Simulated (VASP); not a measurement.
# Zr4Si3 (Pm-3m) in VASP: notebook

Runs on Zr4Si3. Level: PBE. Tasks: single point.

Program: VASP 6.6.1. These are calculated values, not measurements. Logs are shortened: lines on timing, memory, paths and dates and some standing lists are left out, and cuts for length are marked.

## Step 1: The cell of the first run

Symmetry: Pm-3m, No. 221, cubic system. The conventional cell has a = 5.298 Å, b = 5.298 Å, c = 5.298 Å, α = 90.00°, β = 90.00°, γ = 90.00°. Within 3.5 Å of Zr (site symmetry m-3m) lie 6 Si at 2.65 Å. Within 3.5 Å of Zr (site symmetry 4/mmm) lie 4 Si at 2.65 Å. Within 3.5 Å of Si (site symmetry 4/mmm) lie 6 Zr at 2.65 Å.

## Step 2: Single point, PBE

INCAR reads:

```
PREC = Accurate ; ENCUT = 500
EDIFF = 1E-6 ; ISMEAR = 0
SIGMA = 0.2 ; LREAL = False
LASPH = True ; NELM = 120
ALGO = Normal ; ISIF = 2
LWAVE = False ; LCHARG = False
GGA = PE ; NBANDS = 39
GGA_COMPAT = False
```

KPOINTS reads:

```
Automatic mesh
0
Gamma
  4 4 4
```

POSCAR reads:

```
Zr4Si3
1.0
    5.2981415877      0.0000000000      0.0000000000
    0.0000000000      5.2981415877      0.0000000000
    0.0000000000      0.0000000000      5.2981415877
Zr Si
4 3
Direct
    0.0000000000      0.0000000000      0.0000000000
    0.5000000000      0.0000000000      0.5000000000
    0.5000000000      0.5000000000      0.0000000000
    0.0000000000      0.5000000000      0.5000000000
    0.5000000000      0.0000000000      0.0000000000
    0.0000000000      0.5000000000      0.0000000000
    0.0000000000      0.0000000000      0.5000000000
```

Potentials or basis: VASP PAW PBE potentials, release 64 (Zr_sv, Si).

The run is started by

```sh
$ cat potpaw_PBE.64/Zr_sv/POTCAR potpaw_PBE.64/Si/POTCAR > POTCAR
$ mpirun -np 1 vasp_std > vasp.out
```

OUTCAR:

```text
PREC = Accurate
   ENCUT = 500
   EDIFF = 1E-6
   ISMEAR = 0
   LREAL = False
   LASPH = True
   NELM = 120
   ISIF = 2
   GGA = PE

 ion  position               nearest neighbor table
   1  0.000  0.000  0.000-   5 2.65   6 2.65   7 2.65   7 2.65   6 2.65   5 2.65   2 3.75   4 3.75
                             2 3.75   3 3.75   4 3.75   3 3.75   4 3.75   2 3.75   3 3.75   4 3.75
   2  0.500  0.000  0.500-   5 2.65   7 2.65   5 2.65   7 2.65   3 3.75   1 3.75   3 3.75   4 3.75
                             3 3.75   4 3.75   3 3.75   1 3.75   4 3.75   1 3.75   1 3.75   4 3.75
   3  0.500  0.500  0.000-   5 2.65   6 2.65   5 2.65   6 2.65   2 3.75   2 3.75   4 3.75   1 3.75
                             2 3.75   4 3.75   2 3.75   1 3.75   4 3.75   1 3.75   4 3.75   1 3.75
   4  0.000  0.500  0.500-   6 2.65   7 2.65   6 2.65   7 2.65   2 3.75   1 3.75   3 3.75   3 3.75
                             1 3.75   2 3.75   1 3.75   1 3.75   2 3.75   3 3.75   3 3.75   2 3.75
   5  0.500  0.000  0.000-   1 2.65   2 2.65   3 2.65   2 2.65   3 2.65   1 2.65
   6  0.000  0.500  0.000-   1 2.65   3 2.65   4 2.65   4 2.65   1 2.65   3 2.65
   7  0.000  0.000  0.500-   1 2.65   2 2.65   4 2.65   1 2.65   4 2.65   2 2.65

  LATTYP: Found a simple cubic cell.
 ALAT       =     5.2981415877

  Lattice vectors:

 A1 = (   5.2981415877,   0.0000000000,   0.0000000000)
 A2 = (   0.0000000000,   5.2981415877,   0.0000000000)
 A3 = (   0.0000000000,   0.0000000000,   5.2981415877)

Analysis of symmetry for initial positions (statically):
=====================================================================
 Subroutine PRICEL returns:
 Original cell was already a primitive cell.

 Routine SETGRP: Setting up the symmetry group for a
 simple cubic supercell.

 Subroutine GETGRP returns: Found 48 space group operations
 (whereof 48 operations were pure point group operations)
 out of a pool of 48 trial point group operations.

The static configuration has the point symmetry O_h .

Analysis of symmetry for dynamics (positions and initial velocities):
=====================================================================
 Subroutine PRICEL returns:
 Original cell was already a primitive cell.

 Routine SETGRP: Setting up the symmetry group for a
 simple cubic supercell.

 Subroutine GETGRP returns: Found 48 space group operations
 (whereof 48 operations were pure point group operations)
 out of a pool of 48 trial point group operations.

The dynamic configuration has the point symmetry O_h .

 Subroutine INISYM returns: Found 48 space group operations
 (whereof 48 operations are pure point group operations),
 and found     1 'primitive' translations

----------------------------------------------------------------------------------------

                                     Primitive cell

  volume of cell :     148.7204

  direct lattice vectors                    reciprocal lattice vectors
     5.298141588  0.000000000  0.000000000     0.188745428  0.000000000  0.000000000
     0.000000000  5.298141588  0.000000000     0.000000000  0.188745428  0.000000000
     0.000000000  0.000000000  5.298141588     0.000000000  0.000000000  0.188745428

  length of vectors
     5.298141588  5.298141588  5.298141588     0.188745428  0.188745428  0.188745428

  position of ions in fractional coordinates (direct lattice)
     0.000000000  0.000000000  0.000000000
     0.500000000  0.000000000  0.500000000
     0.500000000  0.500000000  0.000000000
     0.000000000  0.500000000  0.500000000
     0.500000000  0.000000000  0.000000000
     0.000000000  0.500000000  0.000000000
     0.000000000  0.000000000  0.500000000

  ion indices of the primitive-cell ions
   primitive index   ion index
                 1           1
                 2           2
                 3           3
                 4           4
                 5           5
                 6           6
                 7           7

----------------------------------------------------------------------------------------

 KPOINTS: Automatic mesh

Automatic generation of k-mesh.
 Grid dimensions read from file:
 generate k-points for:    4    4    4

 Generating k-lattice:

  Cartesian coordinates                     Fractional coordinates (reciprocal lattice)
     0.047186357  0.000000000  0.000000000     0.250000000  0.000000000  0.000000000
     0.000000000  0.047186357  0.000000000     0.000000000  0.250000000  0.000000000
     0.000000000  0.000000000  0.047186357     0.000000000  0.000000000  0.250000000

  Length of vectors
     0.047186357  0.047186357  0.047186357

  Shift w.r.t. Gamma in fractional coordinates (k-lattice)
     0.000000000  0.000000000  0.000000000

 Subroutine IBZKPT returns following result:
 ===========================================

 Found     10 irreducible k-points:

 Following reciprocal coordinates:
            Coordinates               Weight
  0.000000  0.000000  0.000000      1.000000
  0.250000  0.000000  0.000000      6.000000
  0.500000  0.000000  0.000000      3.000000
  0.250000  0.250000  0.000000     12.000000
  0.500000  0.250000  0.000000     12.000000
  0.500000  0.500000  0.000000      3.000000
  0.250000  0.250000  0.250000      8.000000
  0.500000  0.250000  0.250000     12.000000
  0.500000  0.500000  0.250000      6.000000
  0.500000  0.500000  0.500000      1.000000
   k-points           NKPTS =     10   k-points in BZ     NKDIM =     10   number of bands    NBANDS=     39
   number of dos      NEDOS =    301   number of ions     NIONS =      7
   total plane-waves  NPLWV =  64000
   dimension x,y,z NGX =    40 NGY =   40 NGZ =   40
   dimension x,y,z NGXF=    80 NGYF=   80 NGZF=   80
   ions per type =               4   3
   NGX,Y,Z   is equivalent  to a cutoff of  12.55, 12.55, 12.55 a.u.
   NGXF,Y,Z  is equivalent  to a cutoff of  25.10, 25.10, 25.10 a.u.
 SYSTEM =  unknown system
   PREC   = accura    normal or accurate (medium, high low for compatibility)
   ISTART =      0    job   : 0-new  1-cont  2-samecut
   ICHARG =      2    charge: 1-file 2-atom 10-const
   ISPIN  =      1    spin polarized calculation?
   LNONCOLLINEAR =      F non collinear calculations
   LSORBIT =      F    spin-orbit coupling
   LASPH  =      T    aspherical Exc in radial PAW
   ENCUT  =  500.0 eV  36.75 Ry    6.06 a.u.   9.66  9.66  9.66*2*pi/ulx,y,z
   NELM   =    120;   NELMIN=  2; NELMDL= -5     # of ELM steps
   EDIFF  = 0.1E-05   stopping-criterion for ELM
   LREAL  =      F    real-space projection
   EDIFFG = 0.1E-04   stopping-criterion for IOM
   NSW    =      0    number of steps for IOM
   IBRION =     -1    ionic relax: 0-MD 1-quasi-New 2-CG
   NFREE  =      0    steps in history (QN), initial steepest desc. (CG)
   ISIF   =      2    stress and relaxation
   ISYM   =      2    0-nonsym 1-usesym 2-fastsym
   POTIM  = 0.5000    time-step for ionic-motion
   TEBEG  =    0.0;   TEEND  =   0.0 temperature during run
   PSTRESS=    0.0 pullay stress
   NELECT =      60.0000    total number of electrons
   NUPDOWN=      -1.0000    fix difference up-down
   EMIN   =  10.00;   EMAX   =-10.00  energy-range for DOS
   EFERMI =   0.00;   METHOD = LEGACY
   ISMEAR =     0;   SIGMA  =   0.20  broadening in eV -4-tet -1-fermi 0-gaus
   EFERMI_NEDOS =   21; number of points for ismear=-14 and -15
   IALGO  =     38    algorithm
   IMIX   =      4    mixing-type and parameters
     AMIX     =   0.40;   BMIX     =  1.00
     AMIX_MAG =   1.60;   BMIX_MAG =  1.00
  volume/ion in A,a.u.               =      21.25       143.37
  Fermi-wavevector in a.u.,A,eV,Ry     =   1.209674  2.285952 19.909558  1.463311
  Thomas-Fermi vector in A             =   2.345244
   LORBIT       =      0    0 simple, 1 ext, 2 COOP (PROOUT), +10 PAW based schemes
   GGA     = PE    functional components
   LHFCALC =     F    Hartree Fock is set to
   AEXX    =    0.0000 exact exchange contribution
   IVDW    =     0    specifies the selected vdW correction
   LEPSILON=     F    determine dielectric tensor
   LRPA    =     F    only Hartree local field effects (RPA)
 non-spin polarized calculation
 Gauss-broadening in eV      SIGMA  =   0.20
  energy-cutoff  :      500.00
  volume of cell :      148.72
 maximum number of plane-waves:      3840
 NGX is ok and might be reduce to    40
   NGX = 19   NGY = 19   NGZ = 19

 number of electron      60.0000002 magnetization

 Free energy of the ion-electron system (eV)
  ---------------------------------------------------
  ext. energy  EPLUGINS =         0.00000000
  ---------------------------------------------------
  free energy    TOTEN  =       -53.67572495 eV

  energy without entropy =      -53.63130073  energy(sigma->0) =      -53.65351284

 E-fermi :   8.0003     XC(G=0): -10.6133

 val. band max:        7.9330715784   @ k =   0.2500   0.0000   0.0000
 cond. band min:       8.1188422087   @ k =   0.0000   0.0000   0.0000
 fundamental gap:      0.1857706303
 Fermi energy:         8.0003047144

 k-point     1 :       0.0000    0.0000    0.0000
  band No.  band energies     occupation
      1     -41.1145      2.00000
      2     -41.0949      2.00000
      3     -41.0949      2.00000
      4     -40.7001      2.00000
      5     -19.2369      2.00000
      6     -19.2369      2.00000
[... 31 lines left out ...]
     38       9.5329      0.00000
     39      10.1061      0.00000

 k-point     2 :       0.2500    0.0000    0.0000
  band No.  band energies     occupation
      1     -41.1118      2.00000
      2     -41.0973      2.00000
      3     -41.0948      2.00000
      4     -40.7002      2.00000
      5     -19.2217      2.00000
      6     -19.2217      2.00000
[... 325 lines left out ...]
     38      10.5477      0.00000
     39      10.5482      0.00000

 k-point    10 :       0.5000    0.5000    0.5000
  band No.  band energies     occupation
      1     -41.1010      2.00000
      2     -41.1010      2.00000
      3     -41.1010      2.00000
      4     -40.7001      2.00000
      5     -19.2596      2.00000
      6     -19.2588      2.00000
[... 31 lines left out ...]
     38      10.8776      0.00000
     39      10.8776      0.00000

------------------------ aborting loop because EDIFF is reached ----------------------------------------

  FORCE on cell =-STRESS in cart. coord.  units (eV):
  Direction    XX          YY          ZZ          XY          YZ          ZX
  --------------------------------------------------------------------------------------
  -------------------------------------------------------------------------------------
  Total        0.1889755      0.1889755      0.1889755      0.0000000      0.0000000      0.0000000
  in kB        2.0358485      2.0358485      2.0358485      0.0000000      0.0000000      0.0000000
  external PRESSURE =       2.0358485 kB  Pullay stress =       0.0000000 kB

 VOLUME and BASIS-vectors are now :
 -----------------------------------------------------------------------------
  energy-cutoff  :      500.00
  volume of cell :      148.72
      direct lattice vectors                 reciprocal lattice vectors
     5.298141588  0.000000000  0.000000000     0.188745428  0.000000000  0.000000000
     0.000000000  5.298141588  0.000000000     0.000000000  0.188745428  0.000000000
     0.000000000  0.000000000  5.298141588     0.000000000  0.000000000  0.188745428

 POSITION                                       TOTAL-FORCE (eV/Angst)
 -----------------------------------------------------------------------------------
      0.00000      0.00000      0.00000         0.000000      0.000000      0.000000
      2.64907      0.00000      2.64907         0.000000      0.000000      0.000000
      2.64907      2.64907      0.00000         0.000000      0.000000      0.000000
      0.00000      2.64907      2.64907         0.000000      0.000000      0.000000
      2.64907      0.00000      0.00000         0.000000      0.000000      0.000000
      0.00000      2.64907      0.00000         0.000000      0.000000      0.000000
      0.00000      0.00000      2.64907         0.000000      0.000000      0.000000
 -----------------------------------------------------------------------------------
    total drift:                                0.000000      0.000000     -0.000000

  FREE ENERGIE OF THE ION-ELECTRON SYSTEM (eV)
  ---------------------------------------------------
  free  energy   TOTEN  =       -53.6757249479 eV

  energy  without entropy=      -53.6313007342  energy(sigma->0) =      -53.65351284
```

It took 1.8 min on 1 thread of Intel Xeon 8259CL, shared host; peak memory 0.25 GiB.

What came out:

```yaml
Free_energy: -53.6757 eV
Pressure: 0.2 GPa
Band_gap_on_the_k_mesh: zero (band 30 reaches 8.35 eV, above the bottom of band 31 at 7.79 eV)
```

## Step 3: Single point, PBE

INCAR reads:

```
SYSTEM = Zr4Si3
  ALGO = Normal
  EDIFF = 1E-6
  ENCUT = 500
  GGA = PE
  GGA_COMPAT = .FALSE.
  ISIF = 2
  ISMEAR = 0
  LASPH = .TRUE.
  LCHARG = .FALSE.
  LREAL = .FALSE.
  LWAVE = .FALSE.
  NBANDS = 39
  NELM = 120
  PREC = Accurate
  SIGMA = 0.2
```

KPOINTS reads:

```
k-points
0
G
  4 4 4
  0 0 0
```

POSCAR reads:

```
Zr4Si3
1.0
    5.2999433805      0.0000000000      0.0000000000
    0.0000000000      5.2999433805      0.0000000000
    0.0000000000      0.0000000000      5.2999433805
Zr Si
4 3
Direct
    0.5000000000      0.5000000000      0.5000000000
    0.5000000000      0.0000000000      0.0000000000
    0.0000000000      0.5000000000      0.0000000000
    0.0000000000      0.0000000000      0.5000000000
    0.5000000000      0.5000000000      0.0000000000
    0.0000000000      0.5000000000      0.5000000000
    0.5000000000      0.0000000000      0.5000000000
```

Potentials or basis: VASP PAW PBE potentials, release 64 (Zr_sv, Si).

The run is started by

```sh
$ cat potpaw_PBE.64/Zr_sv/POTCAR potpaw_PBE.64/Si/POTCAR > POTCAR
$ mpirun -np 1 vasp_std > vasp.out
```

OUTCAR:

```text
SYSTEM = Zr4Si3
   EDIFF = 1E-6
   ENCUT = 500
   GGA = PE
   ISIF = 2
   ISMEAR = 0
   LASPH = .TRUE.
   LREAL = .FALSE.
   NELM = 120
   PREC = Accurate

 ion  position               nearest neighbor table
   1  0.500  0.500  0.500-   5 2.65   6 2.65   7 2.65   5 2.65   7 2.65   6 2.65   2 3.75   3 3.75
                             2 3.75   2 3.75   4 3.75   3 3.75   2 3.75   3 3.75   4 3.75   4 3.75
   2  0.500  0.000  0.000-   5 2.65   7 2.65   7 2.65   5 2.65   3 3.75   1 3.75   4 3.75   4 3.75
                             1 3.75   3 3.75   1 3.75   1 3.75   3 3.75   4 3.75   4 3.75   3 3.75
   3  0.000  0.500  0.000-   5 2.65   6 2.65   6 2.65   5 2.65   2 3.75   1 3.75   4 3.75   4 3.75
[... 620 lines left out ...]
  in kB        0.9441927      0.9441927      0.9441927      0.0000000      0.0000000      0.0000000
  external PRESSURE =       0.9441927 kB  Pullay stress =       0.0000000 kB

 VOLUME and BASIS-vectors are now :
 -----------------------------------------------------------------------------
  energy-cutoff  :      500.00
  volume of cell :      148.87
      direct lattice vectors                 reciprocal lattice vectors
     5.299943381  0.000000000  0.000000000     0.188681261  0.000000000  0.000000000
     0.000000000  5.299943381  0.000000000     0.000000000  0.188681261  0.000000000
     0.000000000  0.000000000  5.299943381     0.000000000  0.000000000  0.188681261

 POSITION                                       TOTAL-FORCE (eV/Angst)
 -----------------------------------------------------------------------------------
      2.64997      2.64997      2.64997         0.000000      0.000000      0.000000
      2.64997      0.00000      0.00000         0.000000      0.000000      0.000000
      0.00000      2.64997      0.00000         0.000000      0.000000      0.000000
      0.00000      0.00000      2.64997         0.000000      0.000000      0.000000
      2.64997      2.64997      0.00000         0.000000      0.000000      0.000000
      0.00000      2.64997      2.64997         0.000000      0.000000      0.000000
      2.64997      0.00000      2.64997         0.000000      0.000000      0.000000
 -----------------------------------------------------------------------------------
    total drift:                                0.000000      0.000000     -0.000000

  FREE ENERGIE OF THE ION-ELECTRON SYSTEM (eV)
  ---------------------------------------------------
  free  energy   TOTEN  =       -53.6759105821 eV

  energy  without entropy=      -53.6314366243  energy(sigma->0) =      -53.65367360
```

Wall time 2 min (1 thread of Intel Xeon 8259CL, shared host); peak memory 0.25 GiB.

What came out:

```yaml
Free_energy: -53.6759 eV
Pressure: 0.1 GPa
Band_gap_on_the_k_mesh: zero (band 30 reaches 8.33 eV, above the bottom of band 31 at 7.78 eV)
```

Levels at points of the mesh, in eV from the Fermi level:
```
           k point  band 26  band 27  band 28  band 29  band 30  band 31  band 32  band 33  band 34  band 35
(0.00, 0.00, 0.00)    -1.95     0.12     0.12     0.12     0.34     0.34     0.34     0.70     0.70     1.47
(0.50, 0.00, 0.00)    -2.08    -1.35    -1.08    -0.80    -0.21    -0.21     0.80     0.80     1.02     1.23
(0.50, 0.50, 0.00)    -2.28    -2.09    -2.01    -0.69    -0.47     0.59     0.59     1.39     1.59     1.76
(0.50, 0.50, 0.50)    -2.39    -2.34    -2.34    -0.20     0.20     0.20     0.20     2.56     2.56     2.66
```
